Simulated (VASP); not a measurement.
Set up this calculation in VASP 6.6.1, as the native input.

```
Task                   : single point
Functional             : PBE
Potentials or basis    : VASP PAW PBE potentials, release 64 (Cu, N)
Cutoff                 : 600 eV
k mesh                 : 10 × 10 × 10
Occupations            : fermi-dirac, width 0.05 eV
Spin                   : no spin polarisation
Dipole correction      : no
Further INCAR settings : ALGO = Normal; EDIFF = 1e-06; NBANDS = 27
```

The structure of Cu3N lies in POSCAR:

```
Cu3N
1.0
    3.8271401169      0.0000000000      0.0000000000
    0.0000000000      3.8271401169      0.0000000000
    0.0000000000      0.0000000000      3.8271401169
Cu N
3 1
Direct
    0.5000000000      0.0000000000      0.0000000000
    0.0000000000      0.5000000000      0.0000000000
    0.0000000000      0.0000000000      0.5000000000
    0.0000000000      0.0000000000      0.0000000000
```

The input as run:

INCAR

```
ALGO = Normal ; EDIFF = 1E-6
ENCUT = 600 ; GGA = PE
GGA_COMPAT = F ; ISIF = 2
ISMEAR = -1 ; LASPH = T
LCHARG = F ; LREAL = F
LWAVE = F ; NBANDS = 27
NELM = 120 ; PREC = Accurate
SIGMA = 0.05
```

KPOINTS

```
k-points
0
Gamma
  10 10 10
```

Potentials or basis: VASP PAW PBE potentials, release 64 (Cu, N).

The run is started by

```bash
$ cat potpaw_PBE.64/Cu/POTCAR potpaw_PBE.64/N/POTCAR > POTCAR
$ mpirun -np 1 vasp_std > vasp.out
```

It gave:

```yaml
Pressure: 0.8 GPa
Band_gap_on_the_k_mesh: 0.25 eV, indirect (least direct gap 0.79 eV)
```

Wall time 45 s on 1 thread of Intel(R) Xeon(R) Platinum 8559C (Emerald Rapids), on a shared host, peak memory 0.22 GiB.
